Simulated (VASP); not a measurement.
Crystal: Co.

```
Co
1.0
     0.00000    1.76910    1.76910
     1.76910    0.00000    1.76910
     1.76910    1.76910    0.00000
Co
1
Direct
  0.00000 0.00000 0.00000
```

- Program: VASP 6.6.1
- Task: relaxation of cell and atoms
- Functional: BLYP
- Potentials or basis: VASP PAW PBE potentials, release 64 (Co)
- Cutoff: 600 eV
- k mesh: 15 × 15 × 15
- Occupations: fermi-dirac, width 0.05 eV
- Spin: collinear spin, ferromagnetic start
- Starting moments: [1.7] μB

At the start: pressure 5.6 GPa; volume 11.07 Å³/atom.

Task: Where does the relaxation end?

Result: Over 3 steps the energy falls by 5.4 meV/atom and the volume is 11.39 Å³/atom (+2.9 %); space group Fm-3m (No. 225, to 0.05 Å); moment 1.64 μB per cell.

Step by step:
```
step  energy change (eV)  largest force (eV/Å)  pressure (GPa)  volume (Å³)
   1              0.0000                0.0000            5.64        11.07
   2             -0.0004                0.0000           -4.87        11.71
   3             -0.0054                0.0000           -0.04        11.39
```

Final structure:
```
CELL_PARAMETERS angstrom
0.00000 1.78587 1.78587
1.78587 0.00000 1.78587
1.78587 1.78587 0.00000
ATOMIC_POSITIONS crystal
Co 0.00000 0.00000 0.00000
```

Caveat: the PAW data sets were made with another functional, which shifts forces and pressure a little.
